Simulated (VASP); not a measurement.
Mg2ZnN2, 5 atoms in the cell. It takes space group I4/mmm (No. 139, tetragonal). The conventional cell has a = 3.158 Å, b = 3.158 Å, c = 12.244 Å, α = 90.00°, β = 90.00°, γ = 90.00°. Within 3.2 Å of Mg (site symmetry 4mm) lie 5 N at 2.17 to 2.25 Å and 8 Mg at 2.94 to 3.16 Å and 4 Zn at 3.07 Å. Zn (site symmetry 4/mmm) has 2 N at 1.84 Å within 2.4 Å. N (site symmetry 4mm) has 1 Zn at 1.84 Å and 5 Mg at 2.17 to 2.25 Å within 2.4 Å. 

| Item | Value |
| --- | --- |
| Program | VASP 6.6.1 |
| Task | single point |
| Functional | PBE |
| Potentials or basis | VASP PAW PBE potentials, release 64 (Mg_sv, Zn, N) |
| Cutoff | 750 eV |
| k mesh | 16 × 16 × 16 |
| Occupations | gaussian, width 0.02 eV |
| Spin | no spin polarisation |
| Dipole correction | no |
| Mended | yes |
| Further INCAR settings | ALGO = Normal; EDIFF = 1e-06; NBANDS = 29 |

Potentials or basis: VASP PAW PBE potentials, release 64 (Mg_sv, Zn, N).

Command:

```sh
$ cat potpaw_PBE.64/Mg_sv/POTCAR potpaw_PBE.64/Zn/POTCAR potpaw_PBE.64/N/POTCAR > POTCAR
$ mpirun -np 1 vasp_std > vasp.out
```

Hardware: 1 thread of Intel(R) Xeon(R) 6975P-C (Granite Rapids), with other jobs on the host.

Problem. How long does it take, and how much memory?

Solution. Run time: 28 min on 1 thread of Intel(R) Xeon(R) 6975P-C (Granite Rapids) (shared host), peak memory 1.2 GiB. Counts: scf iterations 15, k points 349.
